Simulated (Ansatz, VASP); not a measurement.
## Two plane-wave programs on W3C

```
CELL_PARAMETERS angstrom
2.85459 0.00000 0.00000
-1.42730 2.47215 0.00000
0.00000 0.00000 21.69711
ATOMIC_POSITIONS crystal
W 0.66667 0.33333 0.18436
W 0.33333 0.66667 0.29260
W 0.00000 0.00000 0.40084
C 0.55556 0.44444 0.53588
```

Alike in both runs: task single point; functional PBE; k mesh 9 × 9 × 1; occupations gaussian, width 0.1 eV; no spin polarisation.

|  | VASP | Ansatz |
| --- | --- | --- |
| version | VASP 6.6.1 | Ansatz 0.2.0 |
| potentials or method | VASP PAW PBE potentials, release 64 (W_sv, C), cutoff 520 eV | scalar-relativistic, plane waves, PAW |
| valence electrons in the cell | 46 | 46 |

|  | VASP | Ansatz | Ansatz less VASP |
| --- | --- | --- | --- |
| gap on the k mesh at the Fermi level (eV) | none | none | - |
| rms of the force components (eV/Å) | 0.638 | 0.633 | -0.0047 |

Atom by atom the forces differ by 0.010 eV/Å (rms over components). A gap of «none» marks a metal or a gap that the smearing closes.

Neither program's run includes spin-orbit coupling.
